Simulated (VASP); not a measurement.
# Mg8O7F (a cell with a defect) in VASP: further runs

The runs below take Mg8O7F (a cell with a defect) through single point, with PBEsol.

Program: VASP 6.6.1. These are calculated values, not measurements. Logs are shortened: lines on timing, memory, paths and dates and some standing lists are left out, and cuts for length are marked.

## 1. The cell of the first run

The cell holds a defect, 16 atoms: a = 8.429 Å, b = 4.214 Å, c = 4.214 Å, α = 90.00°, β = 90.00°, γ = 90.00°.

## 2. Single point, PBEsol

INCAR reads:

```
  PREC = Accurate
  ENCUT = 520
  EDIFF = 1E-6
  ISMEAR = -1
  SIGMA = 0.05
  LREAL = Auto
  LASPH = True
  NELM = 80
  ALGO = Normal
  ISIF = 2
  LWAVE = False
  LCHARG = False
  GGA = PS
  NELECT = 64.0
  NBANDS = 46
```

KPOINTS reads:

```
Automatic mesh
0
Gamma
  2 2 2
  0.5 0.5 0.5
```

POSCAR reads:

```
Mg8O7F
1.0
    8.4288080000      0.0000000000      0.0000000000
    0.0000000000      4.2144040000      0.0000000000
    0.0000000000      0.0000000000      4.2144040000
O F Mg
7 1 8
Direct
    0.2468460000      0.9968890000      0.0066530000
    0.7431730000      0.9868970000      0.9946140000
    0.0022690000      0.4967320000      0.9854380000
    0.9945540000      0.0020550000      0.4936910000
    0.5030430000      0.9759710000      0.5016150000
    0.2480190000      0.4992000000      0.4966550000
    0.7531740000      0.5042310000      0.5016850000
    0.5035730000      0.5103590000      0.9912640000
    0.9966750000      0.0013650000      0.0184320000
    0.4995570000      0.0173740000      0.0205560000
    0.2480700000      0.5009210000      0.0024170000
    0.7422940000      0.5120400000      0.0011130000
    0.2565180000      0.9953070000      0.5046040000
    0.7437810000      0.9969260000      0.5125560000
    0.9941170000      0.5037770000      0.5004010000
    0.4982240000      0.4910280000      0.5040190000
```

Potentials or basis: VASP PAW PBE potentials, release 64 (O, F, Mg).

Run with:

```sh
> cat potpaw_PBE.64/O/POTCAR potpaw_PBE.64/F/POTCAR potpaw_PBE.64/Mg/POTCAR > POTCAR
> mpirun -np 1 vasp_std > vasp.out
```

OUTCAR:

```text
PREC = Accurate
   ENCUT = 520
   EDIFF = 1E-6
   ISMEAR = -1
   LREAL = Auto
   LASPH = True
   NELM = 80
   ISIF = 2
   GGA = PS
   NELECT = 64.0

 ion  position               nearest neighbor table
   1  0.247  0.997  0.007-  11 2.09  13 2.10   9 2.11  13 2.12  11 2.12  10 2.13
   2  0.743  0.987  0.995-  12 2.00  14 2.03  10 2.06   9 2.14  14 2.18  12 2.21
   3  0.002  0.497  0.985-  15 2.05  11 2.07   9 2.09   9 2.13  15 2.17  12 2.19
   4  0.995  0.002  0.494-   9 2.00  15 2.10  15 2.11  14 2.12  13 2.21   9 2.21
   5  0.503  0.976  0.502-  14 2.03  10 2.04  16 2.04  13 2.08  16 2.17  10 2.19
   6  0.248  0.499  0.497-  11 2.08  13 2.09  16 2.11  13 2.13  11 2.13  15 2.14
   7  0.753  0.504  0.502-  15 2.03  14 2.08  12 2.11  12 2.11  14 2.14  16 2.15
   8  0.504  0.510  0.991-  12 2.01  16 2.06  10 2.08  10 2.14  11 2.15  16 2.16
   9  0.997  0.001  0.018-   4 2.00   3 2.09   1 2.11   3 2.13   2 2.14   4 2.21  15 2.92  15 2.93
                            12 2.98  14 2.98  11 2.99  11 2.99  13 3.00  14 3.01  15 3.03  12 3.04
  10  0.500  0.017  0.021-   5 2.04   2 2.06   8 2.08   1 2.13   8 2.14   5 2.19  16 2.85  13 2.89
                            12 2.92  14 2.92  11 2.94  16 2.95  12 2.95  14 2.97  13 2.99  16 3.01
  11  0.248  0.501  0.002-   3 2.07   6 2.08   1 2.09   1 2.12   6 2.13   8 2.15  10 2.94  13 2.96
                            13 2.97  16 2.98  16 2.99   9 2.99   9 2.99  13 2.99  15 3.00  13 3.00
  12  0.742  0.512  0.001-   2 2.00   8 2.01   7 2.11   7 2.11   3 2.19   2 2.21  14 2.90  10 2.92
                            16 2.94  10 2.95  16 2.96  14 2.97   9 2.98  15 2.99  14 2.99  15 2.99
  13  0.257  0.995  0.505-   5 2.08   6 2.09   1 2.10   1 2.12   6 2.13   4 2.21  10 2.89  16 2.92
                            16 2.94  11 2.96  11 2.97  10 2.99  11 2.99   9 3.00  11 3.00  15 3.03
  14  0.744  0.997  0.513-   5 2.03   2 2.03   7 2.08   4 2.12   7 2.14   2 2.18  12 2.90  10 2.92
                            16 2.94  15 2.96  12 2.97  10 2.97  16 2.97   9 2.98  12 2.99  15 3.00
  15  0.994  0.504  0.500-   7 2.03   3 2.05   4 2.10   4 2.11   6 2.14   3 2.17   9 2.92   9 2.93
                            14 2.96  12 2.99  12 2.99  11 3.00  14 3.00  11 3.01   9 3.03  13 3.03
  16  0.498  0.491  0.504-   5 2.04   8 2.06   6 2.11   7 2.15   8 2.16   5 2.17  10 2.85  13 2.92
                            14 2.94  12 2.94  13 2.94  10 2.95  12 2.96  14 2.97  11 2.98  11 2.99

  LATTYP: Found a simple tetragonal cell.
 ALAT       =     4.2144040000
 C/A-ratio  =     2.0000000000

  Lattice vectors:

 A1 = (   0.0000000000,   4.2144040000,   0.0000000000)
 A2 = (   0.0000000000,   0.0000000000,   4.2144040000)
 A3 = (   8.4288080000,   0.0000000000,   0.0000000000)

Analysis of symmetry for initial positions (statically):
=====================================================================
 Subroutine PRICEL returns:
 Original cell was already a primitive cell.

 Routine SETGRP: Setting up the symmetry group for a
 simple tetragonal supercell.

 Subroutine GETGRP returns: Found  1 space group operations
 (whereof  1 operations were pure point group operations)
 out of a pool of 16 trial point group operations.

The static configuration has the point symmetry C_1 .

Analysis of symmetry for dynamics (positions and initial velocities):
=====================================================================
 Subroutine PRICEL returns:
 Original cell was already a primitive cell.

 Routine SETGRP: Setting up the symmetry group for a
 simple tetragonal supercell.

 Subroutine GETGRP returns: Found  1 space group operations
 (whereof  1 operations were pure point group operations)
 out of a pool of 16 trial point group operations.

The dynamic configuration has the point symmetry C_1 .

 Subroutine INISYM returns: Found  1 space group operations
 (whereof  1 operations are pure point group operations),
 and found     1 'primitive' translations

----------------------------------------------------------------------------------------

                                     Primitive cell

  volume of cell :     149.7058

  direct lattice vectors                    reciprocal lattice vectors
     8.428808000  0.000000000  0.000000000     0.118640738  0.000000000  0.000000000
     0.000000000  4.214404000  0.000000000     0.000000000  0.237281476  0.000000000
     0.000000000  0.000000000  4.214404000     0.000000000  0.000000000  0.237281476

  length of vectors
     8.428808000  4.214404000  4.214404000     0.118640738  0.237281476  0.237281476

  position of ions in fractional coordinates (direct lattice)
     0.246846000  0.996889000  0.006653000
     0.743173000  0.986897000  0.994614000
     0.002269000  0.496732000  0.985438000
     0.994554000  0.002055000  0.493691000
     0.503043000  0.975971000  0.501615000
     0.248019000  0.499200000  0.496655000
[... 8 lines left out ...]
     0.994117000  0.503777000  0.500401000
     0.498224000  0.491028000  0.504019000

  ion indices of the primitive-cell ions
   primitive index   ion index
                 1           1
                 2           2
                 3           3
                 4           4
                 5           5
                 6           6
[... 8 lines left out ...]
                15          15
                16          16

----------------------------------------------------------------------------------------

 KPOINTS: Automatic mesh

Automatic generation of k-mesh.
 Grid dimensions read from file:
 generate k-points for:    2    2    2

 Generating k-lattice:

  Cartesian coordinates                     Fractional coordinates (reciprocal lattice)
     0.059320369  0.000000000  0.000000000     0.500000000  0.000000000  0.000000000
     0.000000000  0.118640738  0.000000000     0.000000000  0.500000000  0.000000000
     0.000000000  0.000000000  0.118640738     0.000000000  0.000000000  0.500000000

  Length of vectors
     0.059320369  0.118640738  0.118640738

  Shift w.r.t. Gamma in fractional coordinates (k-lattice)
     0.500000000  0.500000000  0.500000000

 Subroutine IBZKPT returns following result:
 ===========================================

 Found      4 irreducible k-points:

 Following reciprocal coordinates:
            Coordinates               Weight
  0.250000  0.250000  0.250000      2.000000
  0.250000 -0.250000  0.250000      2.000000
  0.250000 -0.250000 -0.250000      2.000000
  0.250000  0.250000 -0.250000      2.000000
   k-points           NKPTS =      4   k-points in BZ     NKDIM =      4   number of bands    NBANDS=     46
   number of dos      NEDOS =    301   number of ions     NIONS =     16
   total plane-waves  NPLWV =  65536
   dimension x,y,z NGX =    64 NGY =   32 NGZ =   32
   dimension x,y,z NGXF=   128 NGYF=   64 NGZF=   64
   ions per type =               7   1   8
   NGX,Y,Z   is equivalent  to a cutoff of  12.62, 12.62, 12.62 a.u.
   NGXF,Y,Z  is equivalent  to a cutoff of  25.25, 25.25, 25.25 a.u.
 SYSTEM =  unknown system
   PREC   = accura    normal or accurate (medium, high low for compatibility)
   ISTART =      0    job   : 0-new  1-cont  2-samecut
   ICHARG =      2    charge: 1-file 2-atom 10-const
   ISPIN  =      1    spin polarized calculation?
   LNONCOLLINEAR =      F non collinear calculations
   LSORBIT =      F    spin-orbit coupling
   LASPH  =      T    aspherical Exc in radial PAW
   ENCUT  =  520.0 eV  38.22 Ry    6.18 a.u.  15.67  7.84  7.84*2*pi/ulx,y,z
   NELM   =     80;   NELMIN=  2; NELMDL= -5     # of ELM steps
   EDIFF  = 0.1E-05   stopping-criterion for ELM
   LREAL  =      T    real-space projection
   EDIFFG = 0.1E-04   stopping-criterion for IOM
   NSW    =      0    number of steps for IOM
   IBRION =     -1    ionic relax: 0-MD 1-quasi-New 2-CG
   NFREE  =      0    steps in history (QN), initial steepest desc. (CG)
   ISIF   =      2    stress and relaxation
   ISYM   =      2    0-nonsym 1-usesym 2-fastsym
   POTIM  = 0.5000    time-step for ionic-motion
   TEBEG  =    0.0;   TEEND  =   0.0 temperature during run
   PSTRESS=    0.0 pullay stress
   NELECT =      64.0000    total number of electrons
   NUPDOWN=      -1.0000    fix difference up-down
   EMIN   =  10.00;   EMAX   =-10.00  energy-range for DOS
   EFERMI =   0.00;   METHOD = LEGACY
   ISMEAR =    -1;   SIGMA  =   0.05  broadening in eV -4-tet -1-fermi 0-gaus
   EFERMI_NEDOS =   21; number of points for ismear=-14 and -15
   IALGO  =     38    algorithm
   IMIX   =      4    mixing-type and parameters
     AMIX     =   0.40;   BMIX     =  1.00
     AMIX_MAG =   1.60;   BMIX_MAG =  1.00
  volume/ion in A,a.u.               =       9.36        63.14
  Fermi-wavevector in a.u.,A,eV,Ry     =   1.233262  2.330527 20.693577  1.520935
  Thomas-Fermi vector in A             =   2.367999
   LORBIT       =      0    0 simple, 1 ext, 2 COOP (PROOUT), +10 PAW based schemes
   GGA     = PS    functional components
   LHFCALC =     F    Hartree Fock is set to
   AEXX    =    0.0000 exact exchange contribution
   IVDW    =     0    specifies the selected vdW correction
   LEPSILON=     F    determine dielectric tensor
   LRPA    =     F    only Hartree local field effects (RPA)
 non-spin polarized calculation
  energy-cutoff  :      520.00
  volume of cell :      149.71
 maximum number of plane-waves:      4035
 NGX is ok and might be reduce to    64
   NGX = 31   NGY = 15   NGZ = 15

 number of electron      64.0000015 magnetization

 Free energy of the ion-electron system (eV)
  ---------------------------------------------------
  ext. energy  EPLUGINS =         0.00000000
  ---------------------------------------------------
  free energy    TOTEN  =      -101.18380551 eV

  energy without entropy =     -101.18380551  energy(sigma->0) =     -101.18380551

 E-fermi :   5.0983     XC(G=0): -11.1963

 val. band max:        3.7898297547   @ k =   0.2500  -0.2500   0.2500
 cond. band min:       8.3424240610   @ k =   0.2500   0.2500   0.2500
 fundamental gap:      4.5525943063
 Fermi energy:         5.0983197814

 k-point     1 :       0.2500    0.2500    0.2500
  band No.  band energies     occupation
      1     -22.5697      2.00000
      2     -13.9862      2.00000
      3     -13.0760      2.00000
      4     -12.9211      2.00000
      5     -12.5955      2.00000
      6     -12.5452      2.00000
[... 36 lines left out ...]
     43      13.9761      0.00000
     44      14.4659      0.00000

 k-point     2 :       0.2500   -0.2500    0.2500
  band No.  band energies     occupation
      1     -22.5697      2.00000
      2     -13.9863      2.00000
      3     -13.0774      2.00000
      4     -12.9204      2.00000
      5     -12.5949      2.00000
      6     -12.5448      2.00000
[... 36 lines left out ...]
     43      14.0074      0.00000
     44      14.4819      0.00000

 k-point     3 :       0.2500   -0.2500   -0.2500
  band No.  band energies     occupation
      1     -22.5697      2.00000
      2     -13.9863      2.00000
      3     -13.0743      2.00000
      4     -12.9233      2.00000
      5     -12.5946      2.00000
      6     -12.5456      2.00000
[... 36 lines left out ...]
     43      13.9997      0.00000
     44      14.4332      0.00000

 k-point     4 :       0.2500    0.2500   -0.2500
  band No.  band energies     occupation
      1     -22.5697      2.00000
      2     -13.9866      2.00000
      3     -13.0732      2.00000
      4     -12.9244      2.00000
      5     -12.5946      2.00000
      6     -12.5453      2.00000
[... 36 lines left out ...]
     43      13.9510      0.00000
     44      14.3600      0.00000
 [bands above 44 left out]

------------------------ aborting loop because EDIFF is reached ----------------------------------------

  FORCE on cell =-STRESS in cart. coord.  units (eV):
  Direction    XX          YY          ZZ          XY          YZ          ZX
  --------------------------------------------------------------------------------------
  -------------------------------------------------------------------------------------
  Total       -7.2828023     -6.1126690     -5.2741367      0.0591805     -0.0490017      0.0817357
  in kB      -77.9418325    -65.4188600    -56.4447390      0.6333606     -0.5244245      0.8747499
  external PRESSURE =     -66.6018105 kB  Pullay stress =       0.0000000 kB

 VOLUME and BASIS-vectors are now :
 -----------------------------------------------------------------------------
  energy-cutoff  :      520.00
  volume of cell :      149.71
      direct lattice vectors                 reciprocal lattice vectors
     8.428808000  0.000000000  0.000000000     0.118640738  0.000000000  0.000000000
     0.000000000  4.214404000  0.000000000     0.000000000  0.237281476  0.000000000
     0.000000000  0.000000000  4.214404000     0.000000000  0.000000000  0.237281476

 POSITION                                       TOTAL-FORCE (eV/Angst)
 -----------------------------------------------------------------------------------
      2.08062      4.20129      0.02804         2.041870      0.241826     -0.172497
      6.26406      4.15918      4.19171        -1.321261      0.933919      0.555315
      0.01912      2.09343      4.15303        -0.426094      0.192429      0.701925
      8.38290      0.00866      2.08061         0.185785     -0.105262      0.430222
      4.24005      4.11314      2.11401        -0.504310      1.094836      0.169962
      2.09050      2.10383      2.09310         1.931436     -0.241063      0.152298
[... 8 lines left out ...]
      8.37922      2.12312      2.10889         0.443080     -0.190633     -0.051729
      4.19943      2.06939      2.12414         0.112410      0.274658     -0.008829
 -----------------------------------------------------------------------------------
    total drift:                                0.012004     -0.002567     -0.005021

  FREE ENERGIE OF THE ION-ELECTRON SYSTEM (eV)
  ---------------------------------------------------
  free  energy   TOTEN  =      -101.1838055126 eV

  energy  without entropy=     -101.1838055126  energy(sigma->0) =     -101.18380551
```

It took 69 s on 1 thread of Intel Xeon Platinum 8375C at 2.90GHz (Ice Lake), shared host; peak memory 0.24 GiB.

What came out:

```yaml
Free_energy: -101.1838 eV
Largest_force: 3.096 eV/Å
```

Forces on the atoms (eV/Å):
```
O    2.042  0.242 -0.172
O   -1.321  0.934  0.555
O   -0.426  0.192  0.702
O    0.186 -0.105  0.430
O   -0.504  1.095  0.170
O    1.931 -0.241  0.152
O   -2.284 -0.511 -0.174
F   -0.463 -0.424  0.341
Mg   0.042  0.010 -0.853
Mg  -0.125 -0.903 -0.637
Mg  -2.478  0.000 -0.137
Mg   3.051 -0.526 -0.007
Mg  -1.866  0.044  0.085
Mg   1.661  0.109 -0.395
Mg   0.443 -0.191 -0.052
Mg   0.112  0.275 -0.009
```

Caveat: the k points lie up to 0.75 Å⁻¹ apart; the cell carries a net charge on a neutralising background, which shifts energy and pressure; the cell is charged against a uniform background, so pressure and absolute levels hang on convention; the PAW data sets were made with another functional, which shifts forces and pressure a little.

## 3. Single point, PBEsol

INCAR reads:

```
ALGO = Normal
EDIFF = 1E-7
ENCUT = 520
GGA = PS
ISIF = 2
ISMEAR = -1
LASPH = True
LCHARG = False
LREAL = Auto
LWAVE = False
NBANDS = 46
NELECT = 63.0
NELM = 60
PREC = Accurate
SIGMA = 0.05
```

KPOINTS is that of step 2.

POSCAR is that of step 2.

Potentials or basis: VASP PAW PBE potentials, release 64 (O, F, Mg).

Run with:

```sh
> cat potpaw_PBE.64/O/POTCAR potpaw_PBE.64/F/POTCAR potpaw_PBE.64/Mg/POTCAR > POTCAR
> mpirun -np 1 vasp_std > vasp.out
```

Run time: 88 s. Hardware: 1 thread of Intel Xeon Platinum 8375C at 2.90GHz (Ice Lake), shared host; peak memory 0.23 GiB.

Results (log left out):

```
Free energy   : -104.4158 eV
Largest force : 2.272 eV/Å
```

Forces on the atoms (eV/Å):
```
O    1.124  0.240 -0.155
O   -0.439  0.920  0.566
O   -0.415  0.161  0.670
O    0.195 -0.052  0.507
O   -0.485  1.096  0.183
O    1.023 -0.233  0.145
O   -1.351 -0.493 -0.167
F   -0.459 -0.434  0.355
Mg   0.025 -0.007 -0.907
Mg  -0.124 -0.894 -0.648
Mg  -1.610  0.006 -0.145
Mg   2.205 -0.549 -0.003
Mg  -1.030  0.040  0.097
Mg   0.791  0.119 -0.407
Mg   0.440 -0.182 -0.086
Mg   0.109  0.262 -0.004
```

Levels at points of the mesh, in eV from the Fermi level:
```tsv
k point	band 29	band 30	band 31	band 32	band 33	band 34	band 35	band 36
(0.25, 0.25, 0.25)	-0.42	-0.36	-0.18	-0.01	5.94	7.58	8.42	8.97
```

Caveat: the k points lie up to 0.75 Å⁻¹ apart; the cell carries a net charge on a neutralising background, which shifts energy and pressure; the cell is charged against a uniform background, so pressure and absolute levels hang on convention; the PAW data sets were made with another functional, which shifts forces and pressure a little; an odd number of electrons without spin polarisation forces a metal; a magnetic or distorted state may lie lower.
